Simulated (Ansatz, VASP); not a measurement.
**Mo3As: VASP beside Ansatz**

Contents of INCAR:

```
  PREC = Accurate
  ENCUT = 520
  EDIFF = 1E-6
  ISMEAR = 0
  SIGMA = 0.1
  LREAL = F
  LASPH = T
  NELM = 80
  ALGO = Normal
  ISIF = 2
  LWAVE = F
  LCHARG = T
  GGA = PE
  LELF = T
  LVHAR = T
  NBANDS = 32
```

Contents of KPOINTS:

```
Automatic mesh
0
Gamma
  6 6 4
```

Contents of POSCAR:

```
Mo3As
1.0
    3.9611996700      0.0000000000      0.0000000000
   -1.9805998300      3.4304995400      0.0000000000
    0.0000000000      0.0000000000      5.4733179100
Mo As
3 1
Direct
    0.6666666700      0.3333333300      0.8063153200
    0.6666666700      0.3333333300      0.1936846800
    0.3333333300      0.6666666700      0.0000000000
    0.6666666700      0.3333333300      0.5000000000
```

Input for Ansatz:

```yaml
crystal:
  lattice:
    - [3.96119967, 0.0, 0.0]
    - [-1.98059983, 3.43049954, 0.0]
    - [0.0, 0.0, 5.47331791]
  atoms:
    - { symbol: Mo, position: [0.66666667, 0.33333333, 0.80631532] }
    - { symbol: Mo, position: [0.66666667, 0.33333333, 0.19368468] }
    - { symbol: Mo, position: [0.33333333, 0.66666667, 0.0] }
    - { symbol: As, position: [0.66666667, 0.33333333, 0.5] }
basis:
  ecutwfc: 420
kpoints:
  mp_grid: { grid: [6, 6, 4] }
hamiltonian:
  xc: pbe
scf:
  occupations: { method: gaussian, width: 0.1 }
  lower_state_search: "off"
output:
  forces: true
  stress: true
  eigenvalues: true
```

Alike in both runs: task single point; functional PBE; k mesh 6 × 6 × 4; occupations gaussian, width 0.1 eV; no spin polarisation.

```csv
,VASP,Ansatz
version,VASP 6.6.1,Ansatz 0.2.0
potentials or method,"VASP PAW PBE potentials, release 64 (Mo_sv, As), cutoff 520 eV","scalar-relativistic, plane waves, PAW"
valence electrons in the cell,47,57
```

```tsv
	VASP	Ansatz	Ansatz less VASP
gap on the k mesh at the Fermi level (eV)	none	none	-
rms of the force components (eV/Å)	15.356	14.489	-0.8672
```

Atom by atom the forces differ by 0.867 eV/Å (rms over components). A gap of «none» marks a metal or a gap that the smearing closes. VASP's potentials hold 47 valence electrons a cell and Ansatz's 57, so a difference there can come from the potentials and not from the codes.
